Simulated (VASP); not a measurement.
# NaI (Fm-3m) in VASP: further runs

NaI is run at these levels: PBEsol; tasks: elastic constants.

Program: VASP 6.6.1. These are calculated values, not measurements. Logs are shortened: lines on timing, memory, paths and dates and some standing lists are left out, and cuts for length are marked.

## 1. The cell of the first run

It takes space group Fm-3m (No. 225, cubic). Conventional cell: a = 6.207 Å, b = 6.207 Å, c = 6.207 Å, α = 90.00°, β = 90.00°, γ = 90.00°. Na (site symmetry m-3m) has 6 I at 3.10 Å within 4.1 Å. I (site symmetry m-3m) has 6 Na at 3.10 Å within 4.1 Å.

## 2. Elastic constants, PBEsol

Input file INCAR:

```
PREC = Accurate
ENCUT = 600
EDIFF = 1E-8
ISMEAR = 0
SIGMA = 0.01
LREAL = F
LASPH = T
NELM = 100
ALGO = Normal
ISIF = 3
LWAVE = F
LCHARG = T
GGA = PS
NBANDS = 14
IBRION = 6
NFREE = 2
POTIM = 0.015
NSW = 1
```

Input file KPOINTS:

```
Automatic mesh
0
Gamma
  8 8 8
```

Input file POSCAR:

```
NaI
1.0
    0.0000000000      3.1033647167      3.1033647167
    3.1033647167      0.0000000000      3.1033647167
    3.1033647167      3.1033647167      0.0000000000
Na I
1 1
Direct
    0.0000000000      0.0000000000      0.0000000000
    0.5000000000      0.5000000000      0.5000000000
```

Potentials or basis: VASP PAW PBE potentials, release 64 (Na_pv, I).

Command:

```bash
$ cat potpaw_PBE.64/Na_pv/POTCAR potpaw_PBE.64/I/POTCAR > POTCAR
$ mpirun -np 1 vasp_std > vasp.out
```

OUTCAR:

```text
PREC = Accurate
   ENCUT = 600
   EDIFF = 1E-8
   ISMEAR = 0
   LREAL = F
   LASPH = T
   NELM = 100
   ISIF = 3
   GGA = PS
   IBRION = 6
   NFREE = 2
   POTIM = 0.015
   NSW = 1

 ion  position               nearest neighbor table
   1  0.000  0.000  0.000-   2 3.10   2 3.10   2 3.10   2 3.10   2 3.10   2 3.10
   2  0.500  0.500  0.500-   1 3.10   1 3.10   1 3.10   1 3.10   1 3.10   1 3.10

  LATTYP: Found a face centered cubic cell.
 ALAT       =     6.2067294334

  Lattice vectors:

 A1 = (   0.0000000000,   3.1033647167,   3.1033647167)
 A2 = (   3.1033647167,   0.0000000000,   3.1033647167)
 A3 = (   3.1033647167,   3.1033647167,   0.0000000000)

Analysis of symmetry for initial positions (statically):
=====================================================================
 Subroutine PRICEL returns:
 Original cell was already a primitive cell.

 Routine SETGRP: Setting up the symmetry group for a
 face centered cubic supercell.

 Subroutine GETGRP returns: Found 48 space group operations
 (whereof 48 operations were pure point group operations)
 out of a pool of 48 trial point group operations.

The static configuration has the point symmetry O_h .

Analysis of symmetry for dynamics (positions and initial velocities):
=====================================================================
 Subroutine PRICEL returns:
 Original cell was already a primitive cell.

 Routine SETGRP: Setting up the symmetry group for a
 face centered cubic supercell.

 Subroutine GETGRP returns: Found 48 space group operations
 (whereof 48 operations were pure point group operations)
 out of a pool of 48 trial point group operations.

The dynamic configuration has the point symmetry O_h .

 Subroutine INISYM returns: Found 48 space group operations
 (whereof 48 operations are pure point group operations),
 and found     1 'primitive' translations

----------------------------------------------------------------------------------------

                                     Primitive cell

  volume of cell :      59.7762

  direct lattice vectors                    reciprocal lattice vectors
     0.000000000  3.103364717  3.103364717    -0.161115449  0.161115449  0.161115449
     3.103364717  0.000000000  3.103364717     0.161115449 -0.161115449  0.161115449
     3.103364717  3.103364717  0.000000000     0.161115449  0.161115449 -0.161115449

  length of vectors
     4.388820471  4.388820471  4.388820471     0.279060144  0.279060144  0.279060144

  position of ions in fractional coordinates (direct lattice)
     0.000000000  0.000000000  0.000000000
     0.500000000  0.500000000  0.500000000

  ion indices of the primitive-cell ions
   primitive index   ion index
                 1           1
                 2           2

----------------------------------------------------------------------------------------

 KPOINTS: Automatic mesh

Automatic generation of k-mesh.
 Grid dimensions read from file:
 generate k-points for:    8    8    8

 Generating k-lattice:

  Cartesian coordinates                     Fractional coordinates (reciprocal lattice)
    -0.020139431  0.020139431  0.020139431     0.125000000  0.000000000  0.000000000
     0.020139431 -0.020139431  0.020139431     0.000000000  0.125000000  0.000000000
     0.020139431  0.020139431 -0.020139431     0.000000000  0.000000000  0.125000000

  Length of vectors
     0.034882518  0.034882518  0.034882518

  Shift w.r.t. Gamma in fractional coordinates (k-lattice)
     0.000000000  0.000000000  0.000000000

 Subroutine IBZKPT returns following result:
 ===========================================

 Found     29 irreducible k-points:

 Following reciprocal coordinates:
            Coordinates               Weight
  0.000000  0.000000  0.000000      1.000000
  0.125000  0.000000  0.000000      8.000000
  0.250000  0.000000  0.000000      8.000000
  0.375000  0.000000  0.000000      8.000000
  0.500000  0.000000  0.000000      4.000000
  0.125000  0.125000  0.000000      6.000000
[... 16 lines left out ...]
  0.500000  0.250000  0.125000     48.000000
 -0.375000  0.250000  0.125000     24.000000
 [... further k-points ...]
   k-points           NKPTS =     29   k-points in BZ     NKDIM =     29   number of bands    NBANDS=     14
   number of dos      NEDOS =    301   number of ions     NIONS =      2
   total plane-waves  NPLWV =  46656
   dimension x,y,z NGX =    36 NGY =   36 NGZ =   36
[... 36 lines left out ...]
  Fermi-wavevector in a.u.,A,eV,Ry     =   1.009117  1.906954 13.855035  1.018316
  Thomas-Fermi vector in A             =   2.142025
   LORBIT       =      0    0 simple, 1 ext, 2 COOP (PROOUT), +10 PAW based schemes
   GGA     = PS    functional components
   LHFCALC =     F    Hartree Fock is set to
   AEXX    =    0.0000 exact exchange contribution
   IVDW    =     0    specifies the selected vdW correction
   LEPSILON=     F    determine dielectric tensor
   LRPA    =     F    only Hartree local field effects (RPA)
 finite differences with symmetry
 non-spin polarized calculation
 Gauss-broadening in eV      SIGMA  =   0.01
  energy-cutoff  :      600.00
  volume of cell :       59.78
 maximum number of plane-waves:      2012
   NGX = 17   NGY = 17   NGZ = 17

--------------------------------------- Ionic step        1  -------------------------------------------

 number of electron      13.9999998 magnetization

 Free energy of the ion-electron system (eV)
  ---------------------------------------------------
  ext. energy  EPLUGINS =         0.00000000
  ---------------------------------------------------
  free energy    TOTEN  =        -5.63469872 eV

  energy without entropy =       -5.63469872  energy(sigma->0) =       -5.63469872

------------------------ aborting loop because EDIFF is reached ----------------------------------------

  FORCE on cell =-STRESS in cart. coord.  units (eV):
  Direction    XX          YY          ZZ          XY          YZ          ZX
  --------------------------------------------------------------------------------------
  -------------------------------------------------------------------------------------
  Total        0.7633633      0.7633633      0.7633633      0.0000000      0.0000000     -0.0000000
  in kB       20.4603661     20.4603661     20.4603661      0.0000000      0.0000000     -0.0000000
  external PRESSURE =      20.4603661 kB  Pullay stress =       0.0000000 kB
[... 89 lines left out ...]
  FREE ENERGIE OF THE ION-ELECTRON SYSTEM (eV)
  ---------------------------------------------------
  free  energy   TOTEN  =        -5.6207074348 eV

  energy  without entropy=       -5.6207074348  energy(sigma->0) =       -5.62070743

[... ionic steps 4 to 14 ...]

--------------------------------------- Ionic step       15  -------------------------------------------

 number of electron      13.9999999 magnetization

------------------------ aborting loop because EDIFF is reached ----------------------------------------
[... 67 lines left out ...]
--------------------------------------- Ionic step       17  -------------------------------------------

 number of electron      13.9999997 magnetization

 Free energy of the ion-electron system (eV)
  ---------------------------------------------------
  ext. energy  EPLUGINS =         0.00000000
  ---------------------------------------------------
  free energy    TOTEN  =        -5.63451866 eV

  energy without entropy =       -5.63451866  energy(sigma->0) =       -5.63451866

 E-fermi :   1.8205     XC(G=0):  -8.3689

 val. band max:        1.6652088747   @ k =   0.0000   0.0000   0.0000
 cond. band min:       5.5291244875   @ k =   0.0000   0.0000   0.0000
 fundamental gap:      3.8639156128
 Fermi energy:         1.8204735463

 k-point     1 :       0.0000    0.0000    0.0000
  band No.  band energies     occupation
      1     -20.4790      2.00000
      2     -20.4789      2.00000
      3     -20.4789      2.00000
      4      -9.7620      2.00000
      5       1.6651      2.00000
      6       1.6652      2.00000
      7       1.6652      2.00000
      8       5.5291      0.00000
      9       9.4876      0.00000
     10       9.4876      0.00000
     11       9.4877      0.00000
     12      11.5779      0.00000
     13      11.5782      0.00000
     14      11.9584      0.00000
[... 377 lines left out ...]
      1     -20.4877      2.00000
      2     -20.4820      2.00000
      3     -20.4804      2.00000
      4      -9.2413      2.00000
      5      -0.7227      2.00000
      6       0.4848      2.00000
      7       1.0305      2.00000
      8       7.8044      0.00000
      9       8.0704      0.00000
     10      10.1148      0.00000
     11      10.2922      0.00000
     12      12.3994      0.00000
     13      13.6643      0.00000
     14      14.6777      0.00000

 [... further k-points ...]
[... 5 lines left out ...]
  --------------------------------------------------------------------------------------
  -------------------------------------------------------------------------------------
  Total        0.7657910      0.7631311      0.7631311      0.0000000      0.0000000      0.0000000
  in kB       20.5254353     20.4541415     20.4541415      0.0000000      0.0000000      0.0000000
  external PRESSURE =      20.4779061 kB  Pullay stress =       0.0000000 kB
[... 17 lines left out ...]
  FREE ENERGIE OF THE ION-ELECTRON SYSTEM (eV)
  ---------------------------------------------------
  free  energy   TOTEN  =        -5.6345186571 eV

  energy  without entropy=       -5.6345186571  energy(sigma->0) =       -5.63451866

 INTERNAL STRAIN TENSORS FROM STRAINED CELLS
 ============================================

 INTERNAL STRAIN TENSOR FOR ION    1 for displacements in x,y,z  (eV/Angst):
          X           Y           Z          XY          YZ          ZX
  --------------------------------------------------------------------------------
  x     0.00000    -0.00000    -0.00000     0.00000     0.00000    -0.00000
  y    -0.00000     0.00000     0.00000    -0.00000    -0.00000    -0.00000
  z     0.00000     0.00000    -0.00000     0.00000     0.00000     0.00000

 INTERNAL STRAIN TENSORS FROM DISPLACED ATOMS
 ============================================

 INTERNAL STRAIN TENSOR FOR ION    1 for displacements in x,y,z  (eV/Angst):
          X           Y           Z          XY          YZ          ZX
  --------------------------------------------------------------------------------
  x     0.00000     0.00000     0.00000     0.00000     0.00000     0.00000
  y     0.00000     0.00000     0.00000     0.00000     0.00000     0.00000
  z     0.00000     0.00000     0.00000     0.00000     0.00000     0.00000

 INTERNAL STRAIN TENSOR FOR ION    2 for displacements in x,y,z  (eV/Angst):
          X           Y           Z          XY          YZ          ZX
  --------------------------------------------------------------------------------
  x     0.00000     0.00000     0.00000     0.00000     0.00000     0.00000
  y     0.00000     0.00000     0.00000     0.00000     0.00000     0.00000
  z     0.00000     0.00000     0.00000     0.00000     0.00000     0.00000

 Eigenvectors and eigenvalues of the dynamical matrix
 ----------------------------------------------------

   1 f  =    4.474794 THz    28.115958 2PiTHz  149.263051 cm-1    18.506251 meV
             X         Y         Z           dx          dy          dz
      0.000000  0.000000  0.000000     0.000000    0.919984    0.000000
      3.103365  3.103365  3.103365     0.000000   -0.391955    0.000000
[... 21 lines left out ...]
   6 f/i=    0.001573 THz     0.009886 2PiTHz    0.052485 cm-1     0.006507 meV
             X         Y         Z           dx          dy          dz
      0.000000  0.000000  0.000000     0.000000   -0.391955    0.000000
      3.103365  3.103365  3.103365     0.000000   -0.919984    0.000000

--------------------------------------------------------------------------------------------------------

 ELASTIC MODULI CONTR FROM IONIC RELAXATION (kBar)
 Direction    XX          YY          ZZ          XY          YZ          ZX
 --------------------------------------------------------------------------------
 XX           0.0000      0.0000      0.0000      0.0000      0.0000      0.0000
 YY           0.0000      0.0000      0.0000      0.0000      0.0000      0.0000
 ZZ           0.0000      0.0000      0.0000      0.0000      0.0000      0.0000
 XY           0.0000      0.0000      0.0000      0.0000      0.0000      0.0000
 YZ           0.0000      0.0000      0.0000      0.0000      0.0000      0.0000
 ZX           0.0000      0.0000      0.0000      0.0000      0.0000      0.0000
 --------------------------------------------------------------------------------

 TOTAL ELASTIC MODULI (kBar)
 Direction    XX          YY          ZZ          XY          YZ          ZX
 --------------------------------------------------------------------------------
 XX         553.2428     86.9439     86.9439      0.0000     -0.0000     -0.0000
 YY          86.9439    553.2428     86.9439     -0.0000      0.0000      0.0000
 ZZ          86.9439     86.9439    553.2428     -0.0000      0.0000      0.0000
 XY           0.0000     -0.0000     -0.0000     72.1084      0.0000     -0.0000
 YZ          -0.0000      0.0000      0.0000      0.0000     72.1084      0.0000
 ZX          -0.0000      0.0000      0.0000     -0.0000      0.0000     72.1084
 --------------------------------------------------------------------------------
```

Wall time 8.3 min (1 thread of Intel Xeon 6975P-C (Granite Rapids), shared host); peak memory 0.34 GiB.

Results:

| Property | Result |
| --- | --- |
| Elastic constants C11, C12, C44 | 55, 9, 7 GPa |
| Voigt bulk modulus | 24 GPa |
| Highest phonon frequency at Γ, LO-TO splitting left out | 149 cm⁻¹ |

Phonon frequencies in cm⁻¹ (negative: imaginary):
```
              q point        frequencies
(0.000, 0.000, 0.000)  0 0 0 149 149 149
```

Elastic tensor in Voigt notation (GPa, in the Cartesian axes of the cell as first typed):
```
55  9  9  0  0  0
 9 55  9  0  0  0
 9  9 55  0  0  0
 0  0  0  7  0  0
 0  0  0  0  7  0
 0  0  0  0  0  7
```

Clamped-ion elastic tensor (GPa):
```
55  9  9  0  0  0
 9 55  9  0  0  0
 9  9 55  0  0  0
 0  0  0  7  0  0
 0  0  0  0  7  0
 0  0  0  0  0  7
```

Caveat: the cell is under stress, which shifts elastic constants; the PAW data sets were made with another functional, which shifts forces and pressure a little; spin-orbit coupling is left out, which moves the levels of the heavy elements.

## 3. Elastic constants, PBEsol

This run uses another cell than the first one, of 31.09 Å³/atom.

Input file INCAR:

```
  PREC = Accurate
  ENCUT = 600
  EDIFF = 1E-8
  ISMEAR = 0
  SIGMA = 0.01
  LREAL = False
  LASPH = True
  NELM = 100
  ALGO = Normal
  ISIF = 3
  LWAVE = False
  LCHARG = False
  GGA = PS
  IBRION = 6
  NFREE = 2
  POTIM = 0.015
  NSW = 1
```

KPOINTS is that of step 2.

Input file POSCAR:

```
NaI
1.0
    0.0000000000      3.1445027019      3.1445027019
    3.1445027019      0.0000000000      3.1445027019
    3.1445027019      3.1445027019      0.0000000000
Na I
1 1
Direct
    0.0000000000      0.0000000000      0.0000000000
    0.5000000000      0.5000000000      0.5000000000
```

Potentials or basis: VASP PAW PBE potentials, release 64 (Na_pv, I).

Command:

```bash
$ cat potpaw_PBE.64/Na_pv/POTCAR potpaw_PBE.64/I/POTCAR > POTCAR
$ mpirun -np 1 vasp_std > vasp.out
```

It took 5.8 min on 1 thread of Intel Xeon 6975P-C (Granite Rapids), shared host; peak memory 0.37 GiB.

The run converged. Its results:

```yaml
Elastic_constants_C11_C12_C44: 47, 8, 7 GPa
Voigt_bulk_modulus: 21 GPa
Highest_phonon_frequency_at_Γ_LO-TO_splitting_left_out: 137 cm⁻¹
```

Phonon frequencies in cm⁻¹ (negative: imaginary):
```
              q point        frequencies
(0.000, 0.000, 0.000)  0 0 0 137 137 137
```

Elastic tensor in Voigt notation (GPa, in the Cartesian axes of the cell as first typed):
```
47  8  8  0  0  0
 8 47  8  0  0  0
 8  8 47  0  0  0
 0  0  0  7  0  0
 0  0  0  0  7  0
 0  0  0  0  0  7
```

Clamped-ion elastic tensor (GPa):
```
47  8  8  0  0  0
 8 47  8  0  0  0
 8  8 47  0  0  0
 0  0  0  7  0  0
 0  0  0  0  7  0
 0  0  0  0  0  7
```

Caveat: the cell is under stress, which shifts elastic constants; the PAW data sets were made with another functional, which shifts forces and pressure a little; spin-orbit coupling is left out, which moves the levels of the heavy elements.
